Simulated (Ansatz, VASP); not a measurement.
# NaF: VASP beside Ansatz

```xyz
2
Lattice="0.0000 2.4526 2.0847 2.4526 0.0000 2.0847 2.4526 2.4526 0.0000" Properties=species:S:1:pos:R:3 pbc="T T T"
Na    0.0000    0.0000    0.0000
F     2.4526    2.4526    2.0847
```

Alike in both runs: task single point; functional r2SCAN; k mesh 10 × 10 × 10; occupations gaussian, width 0.05 eV; no spin polarisation.

|  | VASP | Ansatz |
| --- | --- | --- |
| version | VASP 6.6.1 | Ansatz 0.2.0 |
| potentials or method | VASP PAW PBE potentials, release 64 (Na_pv, F), cutoff 520 eV | scalar-relativistic, plane waves, PAW |
| valence electrons in the cell | 14 | 16 |

|  | VASP | Ansatz | Ansatz less VASP |
| --- | --- | --- | --- |
| gap on the k mesh at the Fermi level (eV) | 7.03 | 7.02 | -0.009 |
| least direct gap on the mesh (eV) | 7.03 | 7.02 | -0.009 |
| pressure (GPa) | 1.8 | 2.1 | +0.35 |
| traceless stress, the component that is largest in VASP (GPa) | 13.24 | 12.98 | -0.263 |

VASP's potentials were made for PBE, not for r2SCAN. VASP's potentials hold 14 valence electrons a cell and Ansatz's 16, so a difference there can come from the potentials and not from the codes.
